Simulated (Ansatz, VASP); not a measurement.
# NaCl: VASP beside Ansatz

Contents of INCAR:

```
SYSTEM = NaCl
  PREC = Accurate
  ENCUT = 520
  EDIFF = 1E-6
  ISMEAR = 0
  SIGMA = 0.05
  LREAL = .False.
  LASPH = .True.
  NELM = 100
  ALGO = Normal
  ISIF = 2
  LWAVE = .False.
  LCHARG = .True.
  LDIPOL = .True.
  IDIPOL = 3
  DIPOL = 0.5 0.5 0.500
  GGA = PS
  LELF = .True.
  LVHAR = .True.
  LVACPOTAV = .True.
  NBANDS = 46
```

The input KPOINTS:

```
Automatic mesh
0
Gamma
  6 6 1
  0 0 0
```

The input POSCAR:

```
NaCl
1.0
    3.9610943940      0.0000000000      0.0000000000
    0.0000000000      3.9610943940      0.0000000000
    0.0000000000      0.0000000000     33.2841535750
Na Cl
5 5
Direct
    0.5000000000      0.5000000000      0.3335156654
    0.0000000000      0.0000000000      0.4152911063
    0.5000000000      0.5000000000      0.5000000011
    0.0000000000      0.0000000000      0.5847088960
    0.5000000000      0.5000000000      0.6664843322
    0.0000000000      0.0000000000      0.3304875990
    0.5000000000      0.5000000000      0.4161932198
    0.0000000000      0.0000000000      0.4999999578
    0.5000000000      0.5000000000      0.5838067191
    0.0000000000      0.0000000000      0.6695124010
```

Input for Ansatz:

```yaml
crystal:
  lattice:
    - [3.961094394, 0.0, 0.0]
    - [0.0, 3.961094394, 0.0]
    - [0.0, 0.0, 33.284153575]
  atoms:
    - { symbol: Na, position: [0.5, 0.5, 0.3335156654] }
    - { symbol: Cl, position: [0.0, 0.0, 0.330487599] }
    - { symbol: Na, position: [0.0, 0.0, 0.4152911063] }
    - { symbol: Cl, position: [0.5, 0.5, 0.4161932198] }
    - { symbol: Na, position: [0.5, 0.5, 0.5000000011] }
    - { symbol: Cl, position: [0.0, 0.0, 0.4999999578] }
    - { symbol: Na, position: [0.0, 0.0, 0.584708896] }
    - { symbol: Cl, position: [0.5, 0.5, 0.5838067191] }
    - { symbol: Na, position: [0.5, 0.5, 0.6664843322] }
    - { symbol: Cl, position: [0.0, 0.0, 0.669512401] }
basis:
  ecutwfc: 420
kpoints:
  mp_grid: { grid: [6, 6, 1] }
scf:
  occupations: { method: gaussian, width: 0.05 }
  n_extra_bands: 4
hamiltonian:
  xc: pbesol
  pseudopotentials: { kind: paw, azcp: { folder: soft_1 } }
output:
  eigenvalues: true
  forces: true
  stress: false
efield:
  axis: 3
  dipole_correction: true
```

Alike in both runs: task single point; functional PBEsol; k mesh 6 × 6 × 1; occupations gaussian, width 0.05 eV; no spin polarisation.

```csv
,VASP,Ansatz
version,VASP 6.6.1,Ansatz 0.2.0
potentials or method,"VASP PAW PBE potentials, release 64 (Na_pv, Cl), cutoff 520 eV","plane-wave PAW, scalar-relativistic"
valence electrons in the cell,70,80
```

Ansatz gave:

- gap on the k mesh at the Fermi level (eV): 5.03

Problem. Which values does VASP return?

Solution. gap on the k mesh at the Fermi level (eV): 5.02.

VASP's potentials were made for PBE, not for PBEsol, and Ansatz warns of the same on its side. VASP's potentials hold 70 valence electrons a cell and Ansatz's 80, so a difference there can come from the potentials and not from the codes.
